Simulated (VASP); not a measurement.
# RbBr (F-43m) in VASP: single point with PBE-based screened hybrid with 10 % exact exchange

Aim: the single point of RbBr with PBE-based screened hybrid with 10 % exact exchange.

All numbers are computed with VASP 6.6.1; they aren't measurements. Logs are shortened: lines on timing, memory, paths and dates and some standing lists are left out, and cuts for length are marked.

## Step 1: The cell of the first run

The structure is cubic, space group F-43m (No. 216). The conventional cell has a = 7.739 Å, b = 7.739 Å, c = 7.739 Å, α = 90.00°, β = 90.00°, γ = 90.00°. Rb (site symmetry -43m) has 4 Br at 3.35 Å within 4.4 Å. Br (site symmetry -43m) has 4 Rb at 3.35 Å within 4.4 Å.

## Step 2: Single point, PBE-based screened hybrid with 10 % exact exchange

File POSCAR:

```
RbBr
1.0
    0.0000000000      3.8694968646      3.8694968646
    3.8694968646      0.0000000000      3.8694968646
    3.8694968646      3.8694968646      0.0000000000
Rb Br
1 1
Direct
    0.0000000000      0.0000000000      0.0000000000
    0.2500000000      0.2500000000      0.2500000000
```

File INCAR.step1:

```
SYSTEM = RbBr
PREC = Accurate
ENCUT = 520
EDIFF = 1E-5
ISMEAR = 0
SIGMA = 0.01
LREAL = .False.
LASPH = .True.
NELM = 100
ALGO = Normal
ISIF = 2
LWAVE = .True.
LCHARG = .False.
NBANDS = 15
GGA = PE
```

File INCAR.step2:

```
SYSTEM = RbBr
PREC = Accurate
ENCUT = 520
EDIFF = 1E-7
ISMEAR = 0
SIGMA = 0.01
LREAL = .False.
LASPH = .True.
NELM = 100
ALGO = Normal
ISIF = 2
LWAVE = .False.
LCHARG = .False.
GGA = PE
LHFCALC = .True.
AEXX = 0.1
HFSCREEN = 0.5
PRECFOCK = Normal
NBANDS = 15
ISTART = 1
```

File KPOINTS:

```
regular mesh
0
Gamma
  4 4 4
  0 0 0
```

Potentials or basis: VASP PAW PBE potentials, release 64 (Rb_sv, Br).

On the command line:

```
cat potpaw_PBE.64/Rb_sv/POTCAR potpaw_PBE.64/Br/POTCAR > POTCAR
cp INCAR.step1 INCAR
mpirun -np 1 vasp_std > vasp.out
cp INCAR.step2 INCAR
mpirun -np 1 vasp_std > vasp.out
```

OUTCAR:

```text
SYSTEM = RbBr
   PREC = Accurate
   ENCUT = 520
   EDIFF = 1E-7
   ISMEAR = 0
   LREAL = .False.
   LASPH = .True.
   NELM = 100
   ISIF = 2
   GGA = PE
   LHFCALC = .True.
   AEXX = 0.1
   HFSCREEN = 0.5
   PRECFOCK = Normal
   ISTART = 1

 ion  position               nearest neighbor table
   1  0.000  0.000  0.000-   2 3.35   2 3.35   2 3.35   2 3.35
   2  0.250  0.250  0.250-   1 3.35   1 3.35   1 3.35   1 3.35

  LATTYP: Found a face centered cubic cell.
 ALAT       =     7.7389937292

  Lattice vectors:

 A1 = (   0.0000000000,   3.8694968646,   3.8694968646)
 A2 = (   3.8694968646,   0.0000000000,   3.8694968646)
 A3 = (   3.8694968646,   3.8694968646,   0.0000000000)

Analysis of symmetry for initial positions (statically):
=====================================================================
 Subroutine PRICEL returns:
 Original cell was already a primitive cell.

 Routine SETGRP: Setting up the symmetry group for a
 face centered cubic supercell.

 Subroutine GETGRP returns: Found 24 space group operations
 (whereof 24 operations were pure point group operations)
 out of a pool of 48 trial point group operations.

The static configuration has the point symmetry T_d .

Analysis of symmetry for dynamics (positions and initial velocities):
=====================================================================
 Subroutine PRICEL returns:
 Original cell was already a primitive cell.

 Routine SETGRP: Setting up the symmetry group for a
 face centered cubic supercell.

 Subroutine GETGRP returns: Found 24 space group operations
 (whereof 24 operations were pure point group operations)
 out of a pool of 48 trial point group operations.

The dynamic configuration has the point symmetry T_d .

 Subroutine INISYM returns: Found 24 space group operations
 (whereof 24 operations are pure point group operations),
 and found     1 'primitive' translations

----------------------------------------------------------------------------------------

                                     Primitive cell

  volume of cell :     115.8760

  direct lattice vectors                    reciprocal lattice vectors
     0.000000000  3.869496865  3.869496865    -0.129215766  0.129215766  0.129215766
     3.869496865  0.000000000  3.869496865     0.129215766 -0.129215766  0.129215766
     3.869496865  3.869496865  0.000000000     0.129215766  0.129215766 -0.129215766

  length of vectors
     5.472294945  5.472294945  5.472294945     0.223808271  0.223808271  0.223808271

  position of ions in fractional coordinates (direct lattice)
     0.000000000  0.000000000  0.000000000
     0.250000000  0.250000000  0.250000000

  ion indices of the primitive-cell ions
   primitive index   ion index
                 1           1
                 2           2

----------------------------------------------------------------------------------------

 KPOINTS: regular mesh

Automatic generation of k-mesh.
 Grid dimensions read from file:
 generate k-points for:    4    4    4

 Generating k-lattice:

  Cartesian coordinates                     Fractional coordinates (reciprocal lattice)
    -0.032303941  0.032303941  0.032303941     0.250000000  0.000000000  0.000000000
     0.032303941 -0.032303941  0.032303941     0.000000000  0.250000000  0.000000000
     0.032303941  0.032303941 -0.032303941     0.000000000  0.000000000  0.250000000

  Length of vectors
     0.055952068  0.055952068  0.055952068

  Shift w.r.t. Gamma in fractional coordinates (k-lattice)
     0.000000000  0.000000000  0.000000000

 Subroutine IBZKPT returns following result:
 ===========================================

 Found      8 irreducible k-points:

 Following reciprocal coordinates:
            Coordinates               Weight
  0.000000  0.000000  0.000000      1.000000
  0.250000  0.000000  0.000000      8.000000
  0.500000  0.000000  0.000000      4.000000
  0.250000  0.250000  0.000000      6.000000
  0.500000  0.250000  0.000000     24.000000
 -0.250000  0.250000  0.000000     12.000000
  0.500000  0.500000  0.000000      3.000000
 -0.250000  0.500000  0.250000      6.000000
   k-points           NKPTS =      8   k-points in BZ     NKDIM =     64   number of bands    NBANDS=     15
   number of dos      NEDOS =    301   number of ions     NIONS =      2
   total plane-waves  NPLWV =  74088
   dimension x,y,z NGX =    42 NGY =   42 NGZ =   42
   dimension x,y,z NGXF=    84 NGYF=   84 NGZF=   84
   ions per type =               1   1
   NGX,Y,Z   is equivalent  to a cutoff of  12.76, 12.76, 12.76 a.u.
   NGXF,Y,Z  is equivalent  to a cutoff of  25.52, 25.52, 25.52 a.u.
 SYSTEM =  RbBr
   PREC   = accura    normal or accurate (medium, high low for compatibility)
   ISTART =      1    job   : 0-new  1-cont  2-samecut
   ICHARG =      0    charge: 1-file 2-atom 10-const
   ISPIN  =      1    spin polarized calculation?
   LNONCOLLINEAR =      F non collinear calculations
   LSORBIT =      F    spin-orbit coupling
   LASPH  =      T    aspherical Exc in radial PAW
   ENCUT  =  520.0 eV  38.22 Ry    6.18 a.u.  10.17 10.17 10.17*2*pi/ulx,y,z
   NELM   =    100;   NELMIN=  2; NELMDL=  0     # of ELM steps
   EDIFF  = 0.1E-06   stopping-criterion for ELM
   LREAL  =      F    real-space projection
   EDIFFG = 0.1E-05   stopping-criterion for IOM
   NSW    =      0    number of steps for IOM
   IBRION =     -1    ionic relax: 0-MD 1-quasi-New 2-CG
   NFREE  =      0    steps in history (QN), initial steepest desc. (CG)
   ISIF   =      2    stress and relaxation
   ISYM   =      3    0-nonsym 1-usesym 2-fastsym
   POTIM  = 0.5000    time-step for ionic-motion
   TEBEG  =    0.0;   TEEND  =   0.0 temperature during run
   PSTRESS=    0.0 pullay stress
   NELECT =      16.0000    total number of electrons
   NUPDOWN=      -1.0000    fix difference up-down
   EMIN   =  10.00;   EMAX   =-10.00  energy-range for DOS
   EFERMI =   0.00;   METHOD = LEGACY
   ISMEAR =     0;   SIGMA  =   0.01  broadening in eV -4-tet -1-fermi 0-gaus
   EFERMI_NEDOS =   21; number of points for ismear=-14 and -15
   IALGO  =     38    algorithm
   IMIX   =      1    mixing-type and parameters
     AMIX     =   0.40;   BMIX     =  1.00
     AMIX_MAG =   1.60;   BMIX_MAG =  1.00
  volume/ion in A,a.u.               =      57.94       390.98
  Fermi-wavevector in a.u.,A,eV,Ry     =   0.846156  1.599003  9.741494  0.715980
  Thomas-Fermi vector in A             =   1.961458
   LORBIT       =      0    0 simple, 1 ext, 2 COOP (PROOUT), +10 PAW based schemes
   GGA     = PE    functional components
   LHFCALC =     T    Hartree Fock is set to
   PRECFOCK=normal    Normal, Fast or Accurate (Low or Medium for compatibility)
   ENCUT4O =  -1.0   cutoff for four orbital integrals eV
   NKREDX  =     1    reduce k-point grid by
   NKREDY  =     1    reduce k-point grid by
   NKREDZ  =     1    reduce k-point grid by
   AEXX    =    0.1000 exact exchange contribution
   HFSCREEN=    0.5000 screening length (either q_TF or 0.3 A-1)
   HFSCREENC=   0.5000 screening length for correlation (either q_TF or 0.3 A-1)
   ENCUTFOCK=  -1.0 apply spherical cutoff to Coloumb kernel
   IVDW    =     0    specifies the selected vdW correction
   LEPSILON=     F    determine dielectric tensor
   LRPA    =     F    only Hartree local field effects (RPA)
 non-spin polarized calculation
 Gauss-broadening in eV      SIGMA  =   0.01
  energy-cutoff  :      520.00
  volume of cell :      115.88
 maximum number of plane-waves:      3142
 NGX is ok and might be reduce to    42
  NGX = 32; NGY = 32; NGZ = 32

 number of electron      15.9999998 magnetization

 Free energy of the ion-electron system (eV)
  ---------------------------------------------------
  ext. energy  EPLUGINS =         0.00000000
  ---------------------------------------------------
  free energy    TOTEN  =        -6.13153838 eV

  energy without entropy =       -6.13153838  energy(sigma->0) =       -6.13153838

 E-fermi :  -3.2021     XC(G=0):  -5.5041

 val. band max:       -3.2686854344   @ k =   0.5000   0.5000   0.0000
 cond. band min:       1.0205287813   @ k =   0.0000   0.0000   0.0000
 fundamental gap:      4.2892142157
 Fermi energy:        -3.2021162139

 k-point     1 :       0.0000    0.0000    0.0000
  band No.  band energies     occupation
      1     -28.4352      2.00000
      2     -15.4680      2.00000
      3     -12.1285      2.00000
      4     -12.1285      2.00000
      5     -12.1285      2.00000
      6      -3.3567      2.00000
      7      -3.3567      2.00000
      8      -3.3567      2.00000
      9       1.0205      0.00000
     10       5.1433      0.00000
     11       5.1433      0.00000
     12       6.1068      0.00000
     13       6.1068      0.00000
     14       6.1068      0.00000
     15       7.1085      0.00000

 k-point     2 :       0.2500    0.0000    0.0000
  band No.  band energies     occupation
      1     -28.4341      2.00000
      2     -15.4902      2.00000
      3     -12.1346      2.00000
      4     -12.1346      2.00000
      5     -12.1038      2.00000
      6      -3.4797      2.00000
      7      -3.3331      2.00000
      8      -3.3331      2.00000
      9       1.8286      0.00000
     10       4.7772      0.00000
     11       4.7772      0.00000
     12       5.1480      0.00000
     13       6.0587      0.00000
     14       6.6048      0.00000
     15       6.6048      0.00000
[... 77 lines left out ...]
      3     -12.1582      2.00000
      4     -12.1582      2.00000
      5     -12.0375      2.00000
      6      -3.6571      2.00000
      7      -3.2687      2.00000
      8      -3.2687      2.00000
      9       2.8583      0.00000
     10       3.6794      0.00000
     11       5.4154      0.00000
     12       5.9526      0.00000
     13       6.0378      0.00000
     14       6.0378      0.00000
     15       6.5247      0.00000

 k-point     8 :      -0.2500    0.5000    0.2500
  band No.  band energies     occupation
      1     -28.4323      2.00000
      2     -15.5257      2.00000
      3     -12.1694      2.00000
      4     -12.1585      2.00000
      5     -12.0265      2.00000
      6      -3.5225      2.00000
      7      -3.4087      2.00000
      8      -3.2697      2.00000
      9       2.9949      0.00000
     10       3.6730      0.00000
     11       5.3466      0.00000
     12       5.4725      0.00000
     13       5.7703      0.00000
     14       6.0529      0.00000
     15       7.0254      0.00000

------------------------ aborting loop because EDIFF is reached ----------------------------------------

  FORCE on cell =-STRESS in cart. coord.  units (eV):
  Direction    XX          YY          ZZ          XY          YZ          ZX
  --------------------------------------------------------------------------------------
  -------------------------------------------------------------------------------------
  Total        0.1060416      0.1060416      0.1060416     -0.0000000      0.0000000     -0.0000000
  in kB        1.4662003      1.4662003      1.4662003     -0.0000000      0.0000000     -0.0000000
  external PRESSURE =       1.4662003 kB  Pullay stress =       0.0000000 kB

 VOLUME and BASIS-vectors are now :
 -----------------------------------------------------------------------------
  energy-cutoff  :      520.00
  volume of cell :      115.88
      direct lattice vectors                 reciprocal lattice vectors
     0.000000000  3.869496865  3.869496865    -0.129215766  0.129215766  0.129215766
     3.869496865  0.000000000  3.869496865     0.129215766 -0.129215766  0.129215766
     3.869496865  3.869496865  0.000000000     0.129215766  0.129215766 -0.129215766

 POSITION                                       TOTAL-FORCE (eV/Angst)
 -----------------------------------------------------------------------------------
      0.00000      0.00000      0.00000        -0.000000     -0.000000     -0.000000
      1.93475      1.93475      1.93475         0.000000      0.000000      0.000000
 -----------------------------------------------------------------------------------
    total drift:                                0.000002     -0.000001      0.000001

  FREE ENERGIE OF THE ION-ELECTRON SYSTEM (eV)
  ---------------------------------------------------
  free  energy   TOTEN  =        -6.1315383782 eV

  energy  without entropy=       -6.1315383782  energy(sigma->0) =       -6.13153838
```

Run time: 15 min. Hardware: 1 thread of Intel Xeon Platinum 8259CL at 2.50GHz (Skylake/Cascade Lake), shared host; peak memory 0.37 GiB.

What came out:

| Property | Result |
| --- | --- |
| Free energy | -6.1315 eV |
| Pressure | 0.1 GPa |
| Band gap on the k mesh | 4.29 eV (least direct gap 4.38 eV) |

Levels at points of the mesh, in eV from the valence-band top:
| k point | band 6 | band 7 | band 8 | band 9 | band 10 | band 11 |
| --- | --- | --- | --- | --- | --- | --- |
| (0.00, 0.00, 0.00) | -0.09 | -0.09 | -0.09 | 4.29 | 8.41 | 8.41 |
| (0.50, 0.00, 0.00) | -0.29 | -0.04 | -0.04 | 6.50 | 6.69 | 8.04 |
| (0.50, 0.50, 0.00) | -0.39 | 0.00 | 0.00 | 6.13 | 6.95 | 8.68 |

Caveat: the PAW data sets were made with another functional, which shifts forces and pressure a little. A k mesh can miss the band edges.
